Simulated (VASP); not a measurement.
# Ni (Fm-3m) in VASP: notebook

The runs below take Ni through single point, relaxation of cell and atoms, with PBEsol.

Everything below comes from runs of VASP 6.6.1. Logs are shortened: lines on timing, memory, paths and dates and some standing lists are left out, and cuts for length are marked.

### Step 1. The cell of the first run

Symmetry: Fm-3m, No. 225, cubic system. Conventional cell: a = 3.465 Å, b = 3.465 Å, c = 3.465 Å, α = 90.00°, β = 90.00°, γ = 90.00°. Ni (site symmetry m-3m) has 12 Ni at 2.45 Å within 3.2 Å.

### Step 2. Single point, PBEsol, collinear spin, ferromagnetic start

INCAR

```
SYSTEM = Ni
PREC = Accurate
ENCUT = 600
EDIFF = 1E-6
ISMEAR = -1
SIGMA = 0.1
LREAL = .False.
LASPH = .True.
NELM = 200
ALGO = Normal
ISIF = 2
LWAVE = .False.
LCHARG = .True.
ISPIN = 2
MAGMOM = 1.5
LORBIT = 11
LMAXMIX = 4
GGA = PS
LELF = .True.
LVHAR = .True.
NBANDS = 15
GGA_COMPAT = .False.
```

KPOINTS

```
regular mesh
0
Gamma
  12 12 12
  0 0 0
```

POSCAR

```
Ni
1.0
    0.0000000000      1.7326632295      1.7326632295
    1.7326632295      0.0000000000      1.7326632295
    1.7326632295      1.7326632295      0.0000000000
Ni
1
Direct
    0.0000000000      0.0000000000      0.0000000000
```

Potentials or basis: VASP PAW PBE potentials, release 64 (Ni).

The run is started by

```console
> cat potpaw_PBE.64/Ni/POTCAR > POTCAR
> mpirun -np 1 vasp_std > vasp.out
```

OUTCAR:

```text
SYSTEM = Ni
   PREC = Accurate
   ENCUT = 600
   EDIFF = 1E-6
   ISMEAR = -1
   LREAL = .False.
   LASPH = .True.
   NELM = 200
   ISIF = 2
   ISPIN = 2
   LORBIT = 11
   GGA = PS

 ion  position               nearest neighbor table
   1  0.000  0.000  0.000-

  LATTYP: Found a face centered cubic cell.
 ALAT       =     3.4653264590

  Lattice vectors:

 A1 = (   0.0000000000,   1.7326632295,   1.7326632295)
 A2 = (   1.7326632295,   0.0000000000,   1.7326632295)
 A3 = (   1.7326632295,   1.7326632295,   0.0000000000)

Analysis of symmetry for initial positions (statically):
=====================================================================
 Subroutine PRICEL returns:
 Original cell was already a primitive cell.

 Routine SETGRP: Setting up the symmetry group for a
 face centered cubic supercell.

 Subroutine GETGRP returns: Found 48 space group operations
 (whereof 48 operations were pure point group operations)
 out of a pool of 48 trial point group operations.

The static configuration has the point symmetry O_h .

Analysis of symmetry for dynamics (positions and initial velocities):
=====================================================================
 Subroutine PRICEL returns:
 Original cell was already a primitive cell.

 Routine SETGRP: Setting up the symmetry group for a
 face centered cubic supercell.

 Subroutine GETGRP returns: Found 48 space group operations
 (whereof 48 operations were pure point group operations)
 out of a pool of 48 trial point group operations.

The dynamic configuration has the point symmetry O_h .

Analysis of structural, dynamic, and magnetic symmetry:
=====================================================================
 Subroutine PRICEL returns:
 Original cell was already a primitive cell.

 Routine SETGRP: Setting up the symmetry group for a
 face centered cubic supercell.

 Subroutine GETGRP returns: Found 48 space group operations
 (whereof 48 operations were pure point group operations)
 out of a pool of 48 trial point group operations.

The overall configuration has the point symmetry O_h .

 Subroutine INISYM returns: Found 48 space group operations
 (whereof 48 operations are pure point group operations),
 and found     1 'primitive' translations

----------------------------------------------------------------------------------------

                                     Primitive cell

  volume of cell :      10.4033

  direct lattice vectors                    reciprocal lattice vectors
     0.000000000  1.732663229  1.732663229    -0.288573100  0.288573100  0.288573100
     1.732663229  0.000000000  1.732663229     0.288573100 -0.288573100  0.288573100
     1.732663229  1.732663229  0.000000000     0.288573100  0.288573100 -0.288573100

  length of vectors
     2.450355838  2.450355838  2.450355838     0.499823272  0.499823272  0.499823272

  position of ions in fractional coordinates (direct lattice)
     0.000000000  0.000000000  0.000000000

  ion indices of the primitive-cell ions
   primitive index   ion index
                 1           1

----------------------------------------------------------------------------------------

 KPOINTS: regular mesh

Automatic generation of k-mesh.
 Grid dimensions read from file:
 generate k-points for:   12   12   12

 Generating k-lattice:

  Cartesian coordinates                     Fractional coordinates (reciprocal lattice)
    -0.024047758  0.024047758  0.024047758     0.083333333  0.000000000  0.000000000
     0.024047758 -0.024047758  0.024047758     0.000000000  0.083333333  0.000000000
     0.024047758  0.024047758 -0.024047758     0.000000000  0.000000000  0.083333333

  Length of vectors
     0.041651939  0.041651939  0.041651939

  Shift w.r.t. Gamma in fractional coordinates (k-lattice)
     0.000000000  0.000000000  0.000000000

 Subroutine IBZKPT returns following result:
 ===========================================

 Found     72 irreducible k-points:

 Following reciprocal coordinates:
            Coordinates               Weight
  0.000000  0.000000  0.000000      1.000000
  0.083333  0.000000  0.000000      8.000000
  0.166667  0.000000  0.000000      8.000000
  0.250000  0.000000  0.000000      8.000000
  0.333333  0.000000  0.000000      8.000000
  0.416667  0.000000  0.000000      8.000000
[... 16 lines left out ...]
  0.500000  0.166667  0.000000     24.000000
 -0.416667  0.166667  0.000000     24.000000
 [... further k-points ...]
   k-points           NKPTS =     72   k-points in BZ     NKDIM =     72   number of bands    NBANDS=     15
   number of dos      NEDOS =    301   number of ions     NIONS =      1
   total plane-waves  NPLWV =   8000
   dimension x,y,z NGX =    20 NGY =   20 NGZ =   20
   dimension x,y,z NGXF=    40 NGYF=   40 NGZF=   40
   ions per type =               1
   NGX,Y,Z   is equivalent  to a cutoff of  13.57, 13.57, 13.57 a.u.
   NGXF,Y,Z  is equivalent  to a cutoff of  27.14, 27.14, 27.14 a.u.
 SYSTEM =  Ni
   PREC   = accura    normal or accurate (medium, high low for compatibility)
   ISTART =      0    job   : 0-new  1-cont  2-samecut
   ICHARG =      2    charge: 1-file 2-atom 10-const
   ISPIN  =      2    spin polarized calculation?
   LNONCOLLINEAR =      F non collinear calculations
   LSORBIT =      F    spin-orbit coupling
   LASPH  =      T    aspherical Exc in radial PAW
   ENCUT  =  600.0 eV  44.10 Ry    6.64 a.u.   4.89  4.89  4.89*2*pi/ulx,y,z
   NELM   =    200;   NELMIN=  2; NELMDL= -5     # of ELM steps
   EDIFF  = 0.1E-05   stopping-criterion for ELM
   LREAL  =      F    real-space projection
   EDIFFG = 0.1E-04   stopping-criterion for IOM
   NSW    =      0    number of steps for IOM
   IBRION =     -1    ionic relax: 0-MD 1-quasi-New 2-CG
   NFREE  =      0    steps in history (QN), initial steepest desc. (CG)
   ISIF   =      2    stress and relaxation
   ISYM   =      2    0-nonsym 1-usesym 2-fastsym
   POTIM  = 0.5000    time-step for ionic-motion
   TEBEG  =    0.0;   TEEND  =   0.0 temperature during run
   PSTRESS=    0.0 pullay stress
   NELECT =      10.0000    total number of electrons
   NUPDOWN=      -1.0000    fix difference up-down
   EMIN   =  10.00;   EMAX   =-10.00  energy-range for DOS
   EFERMI =   0.00;   METHOD = LEGACY
   ISMEAR =    -1;   SIGMA  =   0.10  broadening in eV -4-tet -1-fermi 0-gaus
   EFERMI_NEDOS =   21; number of points for ismear=-14 and -15
   IALGO  =     38    algorithm
   IMIX   =      4    mixing-type and parameters
     AMIX     =   0.40;   BMIX     =  1.00
     AMIX_MAG =   1.60;   BMIX_MAG =  1.00
  volume/ion in A,a.u.               =      10.40        70.21
  Fermi-wavevector in a.u.,A,eV,Ry     =   1.615663  3.053160 35.516181  2.610366
  Thomas-Fermi vector in A             =   2.710374
   LORBIT       =     11    0 simple, 1 ext, 2 COOP (PROOUT), +10 PAW based schemes
   GGA     = PS    functional components
   LHFCALC =     F    Hartree Fock is set to
   AEXX    =    0.0000 exact exchange contribution
   IVDW    =     0    specifies the selected vdW correction
   LEPSILON=     F    determine dielectric tensor
   LRPA    =     F    only Hartree local field effects (RPA)
 spin polarized calculation
  energy-cutoff  :      600.00
  volume of cell :       10.40
 maximum number of plane-waves:       360
   NGX =  9   NGY =  9   NGZ =  9

 number of electron      10.0000000 magnetization       1.5000000

 number of electron       9.9999996 magnetization       0.5956205

 Free energy of the ion-electron system (eV)
  ---------------------------------------------------
  ext. energy  EPLUGINS =         0.00000000
  ---------------------------------------------------
  free energy    TOTEN  =        -6.16138536 eV

  energy without entropy =       -6.10671651  energy(sigma->0) =       -6.13405093

 E-fermi :   9.8146     XC(G=0): -13.7033

 val. band max:        9.8082631121   @ k =   0.5000   0.4167   0.0000
 cond. band min:       9.8206268828   @ k =   0.5000   0.1667   0.0833
 fundamental gap:      0.0123637707
 Fermi energy:         9.8146388955

 spin component 1

 k-point     1 :       0.0000    0.0000    0.0000
  band No.  band energies     occupation
      1       0.4584      1.00000
      2       7.3159      1.00000
      3       7.3159      1.00000
      4       7.3159      1.00000
      5       8.5491      1.00000
      6       8.5491      1.00000
      7      33.9118      0.00000
      8      38.1015      0.00000
      9      38.1015      0.00000
     10      38.1015      0.00000
     11      41.1813      0.00000
     12      41.1813      0.00000
     13      41.1813      0.00000
     14      44.0914      0.00000
     15      50.8776      0.00000
[... 397 lines left out ...]
 k-point    24 :      -0.4167    0.1667    0.0000
  band No.  band energies     occupation
      1       5.3279      1.00000
      2       6.8639      1.00000
      3       7.5021      1.00000
      4       7.7148      1.00000
      5       9.1300      0.99894
      6      12.0879      0.00000
      7      16.2932      0.00000
      8      27.0287      0.00000
      9      31.9663      0.00000
     10      33.1202      0.00000
     11      42.5581      0.00000
     12      43.0082      0.00000
     13      50.2858      0.00000
     14      52.8881      0.00000
     15      54.3430      0.00000

 [... further k-points ...]

 spin component 2

 k-point     1 :       0.0000    0.0000    0.0000
  band No.  band energies     occupation
      1       0.4493      1.00000
      2       7.9964      1.00000
      3       7.9964      1.00000
      4       7.9964      1.00000
      5       9.1415      0.99881
      6       9.1415      0.99881
      7      33.8062      0.00000
      8      38.1029      0.00000
      9      38.1029      0.00000
     10      38.1029      0.00000
     11      41.2971      0.00000
     12      41.2971      0.00000
     13      41.2971      0.00000
     14      44.0058      0.00000
     15      51.0686      0.00000
[... 397 lines left out ...]
 k-point    24 :      -0.4167    0.1667    0.0000
  band No.  band energies     occupation
      1       5.7519      1.00000
      2       7.3130      1.00000
      3       7.9952      1.00000
      4       8.3094      1.00000
      5       9.8455      0.42336
      6      12.4115      0.00000
      7      16.6324      0.00000
      8      27.1205      0.00000
      9      32.0552      0.00000
     10      33.1444      0.00000
     11      42.6177      0.00000
     12      43.0164      0.00000
     13      50.4221      0.00000
     14      53.1200      0.00000
     15      54.4396      0.00000

 [... further k-points ...]

------------------------ aborting loop because EDIFF is reached ----------------------------------------

  FORCE on cell =-STRESS in cart. coord.  units (eV):
  Direction    XX          YY          ZZ          XY          YZ          ZX
  --------------------------------------------------------------------------------------
  -------------------------------------------------------------------------------------
  Total       -0.0181026     -0.0181026     -0.0181026     -0.0000000     -0.0000000     -0.0000000
  in kB       -2.7879160     -2.7879160     -2.7879160     -0.0000000     -0.0000000     -0.0000000
  external PRESSURE =      -2.7879160 kB  Pullay stress =       0.0000000 kB

 VOLUME and BASIS-vectors are now :
 -----------------------------------------------------------------------------
  energy-cutoff  :      600.00
  volume of cell :       10.40
      direct lattice vectors                 reciprocal lattice vectors
     0.000000000  1.732663229  1.732663229    -0.288573100  0.288573100  0.288573100
     1.732663229  0.000000000  1.732663229     0.288573100 -0.288573100  0.288573100
     1.732663229  1.732663229  0.000000000     0.288573100  0.288573100 -0.288573100

 POSITION                                       TOTAL-FORCE (eV/Angst)
 -----------------------------------------------------------------------------------
      0.00000      0.00000      0.00000         0.000000     -0.000000      0.000000
 -----------------------------------------------------------------------------------
    total drift:                               -0.000000     -0.000000     -0.000000

  FREE ENERGIE OF THE ION-ELECTRON SYSTEM (eV)
  ---------------------------------------------------
  free  energy   TOTEN  =        -6.1613853550 eV

  energy  without entropy=       -6.1067165114  energy(sigma->0) =       -6.13405093

 total charge

# of ion       s       p       d       tot
------------------------------------------
    1        0.520   0.544   8.333   9.397

 magnetization (x)

# of ion       s       p       d       tot
------------------------------------------
    1       -0.006  -0.023   0.631   0.601
```

It took 21 s on 1 thread of AMD EPYC 7R13 (Zen 3), shared host; peak memory 0.11 GiB.

Results:

| Item | Value |
| --- | --- |
| Free energy | -6.1614 eV |
| Pressure | -0.3 GPa |
| Net moment | 0.60 μB per cell |
| Site moments | Ni +0.60 μB |
| Valence electrons inside the program's atomic spheres | Ni 9.40 |

Caveat: the PAW data sets were made with another functional, which shifts forces and pressure a little.

### Step 3. Relaxation of cell and atoms, PBEsol, collinear spin, ferromagnetic start

This run uses another cell than the first one, of 10.90 Å³/atom.

INCAR

```
PREC = Accurate ; ENCUT = 600
EDIFF = 1E-7 ; ISMEAR = -1
SIGMA = 0.1 ; LREAL = F
LASPH = T ; NELM = 200
ALGO = Normal ; ISIF = 3
LWAVE = F ; LCHARG = F
ISPIN = 2 ; MAGMOM = 1.5
LORBIT = 11 ; LMAXMIX = 4
GGA = PS ; IBRION = 2
NSW = 60 ; EDIFFG = -0.02
GGA_COMPAT = F ; NELMIN = 4
```

KPOINTS

```
Automatic mesh
0
Gamma
  12 12 12
```

POSCAR

```
Ni
1.0
    0.0000000000      1.7600000000      1.7600000000
    1.7600000000      0.0000000000      1.7600000000
    1.7600000000      1.7600000000      0.0000000000
Ni
1
Direct
    0.0000000000      0.0000000000      0.0000000000
```

Potentials or basis: VASP PAW PBE potentials, release 64 (Ni).

The run is started by

```console
> cat potpaw_PBE.64/Ni/POTCAR > POTCAR
> mpirun -np 1 vasp_std > vasp.out
```

It took 36 s on 1 thread of AMD EPYC 7R13 (Zen 3), shared host; peak memory 0.12 GiB.

Results (log left out):

| Item | Value |
| --- | --- |
| Free energy | -6.1617 eV |
| Relaxed volume | 10.39 Å³/atom |
| Relaxed cell | a = 2.450 Å, b = 2.450 Å, c = 2.450 Å, α = 60.00°, β = 60.00°, γ = 60.00° |
| Space group after relaxing (to 0.1 Å) | Fm-3m (No. 225) |
| Energy gained by relaxing | 16.0 meV/atom |
| Ionic steps | 3 |
| Pressure after relaxing | -0.1 GPa |
| Net moment | 0.59 μB per cell |
| Site moments | Ni +0.60 μB |
| Valence electrons inside the program's atomic spheres | Ni 9.40 |

The path:
```
step  energy change (eV)  largest force (eV/Å)  pressure (GPa)  volume (Å³)
   1              0.0000                0.0000           -9.51        10.90
   2              0.0008                0.0000           11.80         9.91
   3             -0.0160                0.0000           -0.12        10.39
```

Final structure:
```yaml
crystal:
  lattice:
    - [0.00000, 1.73218, 1.73218]
    - [1.73218, 0.00000, 1.73218]
    - [1.73218, 1.73218, 0.00000]
  atoms:
    - { symbol: Ni, position: [0.00000, 0.00000, 0.00000] }
```

Levels at points of the mesh, in eV from the Fermi level:
Spin up:
| k point | band 2 | band 3 | band 4 | band 5 | band 6 | band 7 | band 8 | band 9 |
| --- | --- | --- | --- | --- | --- | --- | --- | --- |
| (0.00, 0.00, 0.00) | -2.50 | -2.50 | -2.50 | -1.27 | -1.27 | 24.10 | 28.30 | 28.30 |
| (0.50, 0.00, 0.00) | -2.50 | -2.50 | -0.54 | -0.54 | -0.41 | 6.01 | 22.57 | 25.44 |
| (0.50, 0.50, 0.00) | -4.40 | -0.50 | -0.38 | -0.38 | 2.44 | 9.63 | 15.22 | 15.22 |
Spin down:
```csv
k point,band 1,band 2,band 3,band 4,band 5,band 6,band 7,band 8
"(0.00, 0.00, 0.00)",-9.37,-1.82,-1.82,-1.82,-0.67,-0.67,24.00,28.30
"(0.50, 0.00, 0.00)",-4.68,-1.91,-1.91,-0.44,0.17,0.17,6.41,22.47
"(0.50, 0.50, 0.00)",-4.57,-3.85,0.12,0.40,0.40,2.43,9.89,15.24
```

Caveat: the PAW data sets were made with another functional, which shifts forces and pressure a little.
